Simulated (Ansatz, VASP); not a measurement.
## LiCl in VASP and in Ansatz

```xyz
2
Lattice="0.0000 2.5648 2.5648 2.5648 0.0000 2.5648 2.5648 2.5648 0.0000" Properties=species:S:1:pos:R:3 pbc="T T T"
Li    2.6660    2.5338    4.8933
Cl    2.5346    2.6728    2.4649
```

Alike in both runs: task single point; functional PBEsol; k mesh 4 × 4 × 4; no spin polarisation.

|  | VASP | Ansatz |
| --- | --- | --- |
| version | VASP 6.6.1 | Ansatz 0.2.0 |
| potentials or method | VASP PAW PBE potentials, release 64 (Li_sv, Cl), cutoff 750 eV | plane waves, PAW |
| occupations | gaussian, width 0.01 eV | fixed |
| valence electrons in the cell | 10 | 10 |

Ansatz gave:

| Quantity | Value |
| --- | --- |
| pressure (GPa) | -0.5 |
| rms of the force components (eV/Å) | 0.095 |

What did VASP give for the same quantities?

Pressure (GPa): -0.5; rms of the force components (eV/Å): 0.096.

VASP's potentials were made for PBE, not for PBEsol. Atom by atom the forces differ by 0.001 eV/Å (rms over components). Ansatz's warnings: stress scf threshold loose.

The k mesh is coarse, so the values compare programs but aren't converged.
